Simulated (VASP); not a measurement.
Here is a VASP 6.6.1 calculation.

INCAR

```
ALGO = Normal
EDIFF = 1E-7
ENCUT = 520
GGA = PE
ISIF = 2
ISMEAR = 0
LASPH = True
LCHARG = True
LELF = True
LREAL = False
LVHAR = True
LWAVE = False
NBANDS = 14
NELM = 80
PREC = Accurate
SIGMA = 0.05
```

File KPOINTS:

```
k-points
0
Gamma
  10 10 10
```

Contents of POSCAR:

```
IrSe
1.0
    0.0000000000      2.7633928481      2.7633928481
    2.7633928481      0.0000000000      2.7633928481
    2.7633928481      2.7633928481      0.0000000000
Ir Se
1 1
Direct
    0.0000000000      0.0000000000      0.0000000000
    0.2500000000      0.2500000000      0.2500000000
```

Potentials or basis: VASP PAW PBE potentials, release 64 (Ir, Se).

The run is started by

```sh
$ cat potpaw_PBE.64/Ir/POTCAR potpaw_PBE.64/Se/POTCAR > POTCAR
$ mpirun -np 1 vasp_std > vasp.out
```

Question: Predict the pressure.

Answer: 3.0 GPa.

Question: Predict the band gap on the k mesh.

Answer: Zero (an odd number of electrons rules out a gap without spin polarisation).

Caveat: the cell stands under pressure; spin-orbit coupling is left out, which moves the levels of the heavy elements.
